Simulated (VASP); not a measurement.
WS2, 9 atoms in the cell. It takes space group R3m (No. 160, trigonal). Conventional cell: a = 3.147 Å, b = 3.147 Å, c = 19.730 Å, α = 90.00°, β = 90.00°, γ = 120.00°. W (site symmetry 3m) has 6 S at 2.40 Å and 6 W at 3.15 Å within 3.2 Å. S (site symmetry 3m) has 3 W at 2.40 Å and 7 S at 3.13 to 3.15 Å within 3.2 Å. S (site symmetry 3m) has 3 W at 2.40 Å and 7 S at 3.13 to 3.15 Å within 3.2 Å.  This cell differs from its parent crystal: strain along c alone, the other axes held: +3.0 %, then relaxed in part.

```yaml
Program: VASP 6.6.1
Task: single point
Functional: PBEsol
Potentials_or_basis: VASP PAW PBE potentials, release 64 (W_sv, S)
Cutoff: 520 eV
k_mesh: 12 × 12 × 2
Occupations: gaussian, width 0.02 eV
Spin: no spin polarisation
Dipole_correction: no
Further_INCAR_settings: ALGO = Normal; EDIFF = 1e-06; NBANDS = 49
```

Potentials or basis: VASP PAW PBE potentials, release 64 (W_sv, S).

The run is started by

```bash
$ cat potpaw_PBE.64/W_sv/POTCAR potpaw_PBE.64/S/POTCAR > POTCAR
$ mpirun -np 1 vasp_std > vasp.out
```

Hardware: 1 thread of Intel(R) Xeon(R) 6975P-C (Granite Rapids) (shared host).

Question: How long does it take, and how much memory?

Answer: It took 2.1 min on 1 thread of Intel(R) Xeon(R) 6975P-C (Granite Rapids), with other jobs on the host, peak memory 0.42 GiB. Counts: scf iterations 15, k points 38.
